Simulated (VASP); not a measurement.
Input of a VASP 6.6.1 run:

INCAR

```
PREC = Accurate ; ENCUT = 520
EDIFF = 1E-6 ; ISMEAR = 0
SIGMA = 0.15 ; LREAL = F
LASPH = T ; NELM = 80
ALGO = Normal ; ISIF = 2
LWAVE = F ; LCHARG = F
GGA = PS ; NBANDS = 26
```

KPOINTS

```
regular mesh
0
Gamma
  12 12 8
```

File POSCAR:

```
InGaAs2
1.0
    3.9369104442      0.0000000000      0.0000000000
    0.0000000000      3.9369104442      0.0000000000
    0.0000000000      0.0000000000      5.7563978875
In Ga As
1 1 2
Direct
    0.0000000000      0.0000000000      0.5000000000
    0.5000000000      0.5000000000      0.0000000000
    0.5000000000      0.0000000000      0.7697097067
    0.0000000000      0.5000000000      0.2302902933
```

Potentials or basis: VASP PAW PBE potentials, release 64 (In_d, Ga_d, As).

Launch:

```console
$ cat potpaw_PBE.64/In_d/POTCAR potpaw_PBE.64/Ga_d/POTCAR potpaw_PBE.64/As/POTCAR > POTCAR
$ mpirun -np 1 vasp_std > vasp.out
```

Problem. Predict the band gap on the k mesh.

Solution. 0.53 eV, direct.

Problem. Estimate the pressure.

Solution. 10.7 GPa.

Problem. What does it give for the largest force?

Solution. 0.134 eV/Å.

Stress tensor (GPa, compression positive):
```
11.03  0.00  0.00
 0.00 11.03  0.00
 0.00  0.00 10.09
```

Caveat: the cell differs from its parent crystal (strain -0.050 along x and y, -0.025 along z); the PAW data sets were made with another functional, which shifts forces and pressure a little; spin-orbit coupling is left out, which moves the levels of the heavy elements. A k mesh can miss the band edges.
